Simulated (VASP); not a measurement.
Runs of VASP 6.6.1 on Si3C2. The structure is that of space group R-3c (No. 167), or close to it. The cells are those of the table. 

```csv
task,cell,k mesh,cutoff (eV),gap on the mesh (eV),pressure (GPa),largest force (eV/Å)
single point,"a = 5.783 Å, angles 55.3°, 10 atoms",6 × 6 × 6,520,none,(a),0.62
single point,"a = 5.821 Å, angles 51.2°, 10 atoms",12 × 12 × 12,520,none,0.1,-
relaxation of cell and atoms,"relaxed from a = 5.783 Å, angles 55.3°, 10 atoms",6 × 6 × 6,600,none,0.0,0.03
single point,"a = 5.803 Å, angles 51.5°, 10 atoms",6 × 6 × 6,520,none,0.1,0.02
```

Alike in all rows: level PBE; potentials or basis VASP PAW PBE potentials, release 64 (Si, C); no spin polarisation; smearing gaussian 0.1 eV.

Q: Estimate the missing entries.

A: (a) -9.9.

A gap of «none» marks levels without a gap at the run's occupations.
